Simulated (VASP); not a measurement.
# CdF2 (Fmmm) in VASP: a series of runs, part 2 of 2

VASP 6.6.1.

## 3. Single point, PBEsol

Input file INCAR:

```
SYSTEM = CdF2
ALGO     = Normal         ! electronic algorithm
EDIFF    = 1E-7           ! SCF threshold, eV
ENCUT    = 520            ! plane-wave cutoff, eV
GGA      = PS             ! functional
ISIF     = 2              ! what is computed and relaxed
ISMEAR   = 0              ! smearing method
LASPH    = .True.         ! aspherical terms in the spheres
LCHARG   = .True.         ! write CHGCAR
LELF     = .True.         ! ELF
LREAL    = .False.        ! projectors in reciprocal space
LVHAR    = .True.       
LWAVE    = .False.        ! write WAVECAR
NBANDS   = 20             ! bands
NELM     = 100            ! most SCF steps
PREC     = Accurate       ! precision mode
SIGMA    = 0.05           ! smearing width, eV
```

Input file KPOINTS:

```
k-points
0
Gamma
  8 8 8
  0 0 0
```

Input file POSCAR:

```
CdF2
1.0
    0.0000000000      2.9747406160      2.2882620123
    2.8132162387      0.0000000000      2.2882620123
    2.8132162387      2.9747406160      0.0000000000
Cd F
1 2
Direct
    0.0000000000      0.0000000000      0.0000000000
    0.2500000000      0.2500000000      0.2500000000
    0.7500000000      0.7500000000      0.7500000000
```

Potentials or basis: VASP PAW PBE potentials, release 64 (Cd, F).

On the command line:

```console
$ cat potpaw_PBE.64/Cd/POTCAR potpaw_PBE.64/F/POTCAR > POTCAR
$ mpirun -np 1 vasp_std > vasp.out
```

OUTCAR:

```text
SYSTEM = CdF2
   EDIFF = 1E-7
   ENCUT = 520
   GGA = PS
   ISIF = 2
   ISMEAR = 0
   LASPH = .True.
   LREAL = .False.
   NELM = 100
   PREC = Accurate

 ion  position               nearest neighbor table
   1  0.000  0.000  0.000-   3 2.35   3 2.35   3 2.35   2 2.35   3 2.35   2 2.35   2 2.35   2 2.35

   2  0.250  0.250  0.250-   1 2.35   1 2.35   1 2.35   1 2.35
   3  0.750  0.750  0.750-   1 2.35   1 2.35   1 2.35   1 2.35

  LATTYP: Found a face centered orthorhombic cell.
 ALAT       =     4.5765240246
 B/A-ratio  =     1.2294117647
 C/A-ratio  =     1.3000000000

  Lattice vectors:

 A1 = (   2.8132162387,   2.9747406160,   0.0000000000)
 A2 = (   0.0000000000,   2.9747406160,   2.2882620123)
 A3 = (   2.8132162387,   0.0000000000,   2.2882620123)

Analysis of symmetry for initial positions (statically):
=====================================================================
 Subroutine PRICEL returns:
 Original cell was already a primitive cell.

 Routine SETGRP: Setting up the symmetry group for a
 face centered orthorhombic supercell.
[... 160 lines left out ...]

 Free energy of the ion-electron system (eV)
  ---------------------------------------------------
  ext. energy  EPLUGINS =         0.00000000
  ---------------------------------------------------
  free energy    TOTEN  =       -11.01319535 eV

  energy without entropy =      -11.01319535  energy(sigma->0) =      -11.01319535

 E-fermi :   0.0148     XC(G=0): -10.8650

 val. band max:       -0.1904161640   @ k =   0.0000   0.5000   0.5000
 cond. band min:       1.2303388492   @ k =   0.0000   0.0000   0.0000
 fundamental gap:      1.4207550132
 Fermi energy:         0.0147785852

 k-point     1 :       0.0000    0.0000    0.0000
  band No.  band energies     occupation
      1     -21.9997      2.00000
      2     -20.4715      2.00000
      3      -6.9018      2.00000
      4      -6.8635      2.00000
      5      -6.8190      2.00000
      6      -5.8593      2.00000
[... 541 lines left out ...]
     19      17.4821      0.00000
     20      19.1751      0.00000

 [... further k-points ...]
[... 5 lines left out ...]
  --------------------------------------------------------------------------------------
  -------------------------------------------------------------------------------------
  Total       -1.0443726     -2.5725175      5.9105402      0.0000000      0.0000000     -0.0000000
  in kB      -43.6896007   -107.6170203    247.2576814      0.0000000      0.0000000     -0.0000000
  external PRESSURE =      31.9836868 kB  Pullay stress =       0.0000000 kB

 VOLUME and BASIS-vectors are now :
 -----------------------------------------------------------------------------
  energy-cutoff  :      520.00
  volume of cell :       38.30
      direct lattice vectors                 reciprocal lattice vectors
     0.000000000  2.974740616  2.288262012    -0.177732516  0.168081882  0.218506446
     2.813216239  0.000000000  2.288262012     0.177732516 -0.168081882  0.218506446
     2.813216239  2.974740616  0.000000000     0.177732516  0.168081882 -0.218506446

 POSITION                                       TOTAL-FORCE (eV/Angst)
 -----------------------------------------------------------------------------------
      0.00000      0.00000      0.00000         0.000000      0.000000      0.000000
      1.40661      1.48737      1.14413        -0.000000      0.000000     -0.000000
      4.21982      4.46211      3.43239         0.000000     -0.000000      0.000000
 -----------------------------------------------------------------------------------
    total drift:                                0.000000      0.000000      0.000000

  FREE ENERGIE OF THE ION-ELECTRON SYSTEM (eV)
  ---------------------------------------------------
  free  energy   TOTEN  =       -11.0131953546 eV

  energy  without entropy=      -11.0131953546  energy(sigma->0) =      -11.01319535
```

OSZICAR:

```text
N       E                     dE             d eps       ncg     rms          rms(c)
DAV:   1     0.200039017909E+03    0.20004E+03   -0.15550E+04  3944   0.132E+03
DAV:   2    -0.381365600423E+01   -0.20385E+03   -0.19552E+03  4172   0.345E+02
DAV:   3    -0.126299497983E+02   -0.88163E+01   -0.87899E+01  4300   0.782E+01
DAV:   4    -0.126687126811E+02   -0.38763E-01   -0.38761E-01  4124   0.533E+00
DAV:   5    -0.126688464181E+02   -0.13374E-03   -0.13374E-03  4336   0.282E-01    0.943E+00
DAV:   6    -0.110240428685E+02    0.16448E+01   -0.37943E+00  4912   0.378E+01    0.715E+00
DAV:   7    -0.110438004533E+02   -0.19758E-01   -0.81526E-01  3952   0.796E+00    0.425E+00
DAV:   8    -0.110247908224E+02    0.19010E-01   -0.18763E-01  4012   0.388E+00    0.771E-01
DAV:   9    -0.110124744391E+02    0.12316E-01   -0.47309E-02  4636   0.249E+00    0.101E-01
DAV:  10    -0.110130610780E+02   -0.58664E-03   -0.35502E-03  3904   0.603E-01    0.110E-01
DAV:  11    -0.110131771786E+02   -0.11610E-03   -0.15878E-04  4020   0.131E-01    0.478E-02
DAV:  12    -0.110131928933E+02   -0.15715E-04   -0.89179E-05  3932   0.758E-02    0.203E-02
DAV:  13    -0.110131953144E+02   -0.24211E-05   -0.73584E-06  4064   0.238E-02    0.288E-03
DAV:  14    -0.110131953546E+02   -0.40249E-07   -0.30091E-07  4008   0.396E-03
   1 F= -.11013195E+02 E0= -.11013195E+02  d E =-.418397E-11
```

stdout:

```text
POSCAR found type information on POSCAR CdF
 POSCAR found :  2 types and       3 ions
 scaLAPACK will be used
 -----------------------------------------------------------------------------
|                                                                             |
|                                                                             |
|     You enforced a specific xc type in the INCAR file but a different       |
|     I HOPE YOU KNOW WHAT YOU ARE DOING!                                     |
|                                                                             |
 -----------------------------------------------------------------------------

 LDA part: xc-table for (Slater+PW92), standard interpolation
 POSCAR, INCAR and KPOINTS ok, starting setup
 FFT: planning ... GRIDC
 FFT: planning ... GRID_SOFT
 FFT: planning ... GRID
 WAVECAR not read
 entering main loop
```

Run time: 98 s. Hardware: 1 thread of Oxide Virtual Turin-like, shared host; peak memory 0.17 GiB.

What came out:

```
Free energy            : -11.0132 eV
Pressure               : 3.2 GPa
Band gap on the k mesh : 1.42 eV (least direct gap 1.70 eV)
```

Levels at points of the mesh, in eV from the valence-band top:
```tsv
k point	band 9	band 10	band 11	band 12	band 13	band 14	band 15	band 16	band 17	band 18
(0.00, 0.00, 0.00)	-2.37	-2.27	-1.36	-1.27	-0.28	1.42	11.50	11.91	12.08	16.21
(0.50, 0.00, 0.00)	-3.31	-3.04	-2.40	-1.52	-1.36	5.80	7.29	12.56	13.83	15.74
(0.50, 0.50, 0.00)	-4.28	-3.94	-1.19	-1.08	-0.11	5.76	8.44	11.42	11.69	12.60
(0.50, 0.00, 0.50)	-4.32	-3.33	-1.78	-1.28	-0.02	6.54	8.30	11.17	12.73	14.45
(0.00, 0.50, 0.50)	-4.24	-3.37	-1.51	-1.35	0.00	6.84	7.75	10.81	12.13	14.56
```

Caveat: the cell differs from its parent crystal (strain +e along x and -e along y -0.0300, strain +e along z and -e/2 along x and y -0.1500); the stress differs along the axes, from -11 to 25 GPa; the PAW data sets were made with another functional, which shifts forces and pressure a little. A k mesh can miss the band edges.
